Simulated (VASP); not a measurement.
Write the native input for VASP 6.6.1 that does the following.

| Quantity | Value |
| --- | --- |
| Task | single point |
| Functional | PBEsol |
| Potentials or basis | VASP PAW PBE potentials, release 64 (Na_pv) |
| Cutoff | 520 eV |
| k mesh | 18 × 18 × 10 |
| Occupations | gaussian, width 0.15 eV |
| Spin | no spin polarisation |
| Dipole correction | no |
| Further INCAR settings | ALGO = Fast; EDIFF = 1e-06; NBANDS = 14 |

The structure of Na lies in POSCAR:

```
Na
1.0
    3.5448836596      0.0000000000      0.0000000000
   -1.7724418298      3.0699593026      0.0000000000
    0.0000000000      0.0000000000      6.9493628661
Na
2
Direct
    0.3333333333      0.6666666667      0.2500000000
    0.6666666667      0.3333333333      0.7500000000
```

This cell differs from its parent crystal: ratio of the length along z to the lengths across it x 1.2, volume and fractional coordinates fixed.

One way to write it, as run:

INCAR

```
SYSTEM = Na
  PREC = Accurate
  ENCUT = 520
  EDIFF = 1E-6
  ISMEAR = 0
  SIGMA = 0.15
  LREAL = .FALSE.
  LASPH = .TRUE.
  NELM = 60
  ALGO = Fast
  ISIF = 2
  LWAVE = .FALSE.
  LCHARG = .FALSE.
  GGA = PS
  NBANDS = 14
```

KPOINTS

```
Automatic mesh
0
G
  18 18 10
  0 0 0
```

Potentials or basis: VASP PAW PBE potentials, release 64 (Na_pv).

The run is started by

```console
$ cat potpaw_PBE.64/Na_pv/POTCAR > POTCAR
$ mpirun -np 1 vasp_std > vasp.out
```

It gave:

```
Pressure               : 0.0 GPa
Band gap on the k mesh : zero (band 7 reaches 2.66 eV, above the bottom of band 8 at -2.19 eV)
```

Caveat: the PAW data sets were made with another functional, which shifts forces and pressure a little.

It took 3.5 min on 1 thread of Oxide Virtual Turin-like Processor, with other jobs on the host, peak memory 0.28 GiB.
